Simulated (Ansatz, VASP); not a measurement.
## AlCo: VASP beside Ansatz

```
Al Co
1.0
     0.00000    2.39581    2.39581
     2.39581    0.00000    2.39581
     2.39581    2.39581    0.00000
Al Co
1 1
Direct
  0.00000 0.00000 0.00000
  0.50000 0.50000 0.50000
```

Alike in both runs: functional PBE; k mesh 6 × 6 × 6; occupations gaussian, width 0.1 eV; collinear spin.

Ansatz relaxed the structure, and its values are those at the end. VASP's run is a single point on that final structure, the one shown.

```csv
,VASP,Ansatz
version,VASP 6.6.1,Ansatz 0.2.0
potentials or method,"VASP PAW PBE potentials, release 64 (Al, Co), cutoff 520 eV","scalar-relativistic, plane waves, PAW"
valence electrons in the cell,12,20
```

Ansatz gave:

```
gap on the k mesh at the Fermi level (eV)                     : none
pressure (GPa)                                                : -0.1
net moment per atom (μB)                                      : 0.13
size of the moment on the site where the two differ most (μB) : 0.26
```

Which values does VASP return?

gap on the k mesh at the Fermi level (eV): none; pressure (GPa): -0.2; net moment per atom (μB): 0.13; size of the moment on the site where the two differ most (μB): 0.26.

Site moments also hang on the region over which each program counts them. A gap of «none» marks a metal or a gap that the smearing closes. VASP's potentials hold 12 valence electrons a cell and Ansatz's 20, so a difference there can come from the potentials and not from the codes. Ansatz's warnings: seeded moment not kept.

The k mesh is coarse, so the values compare programs but aren't converged.
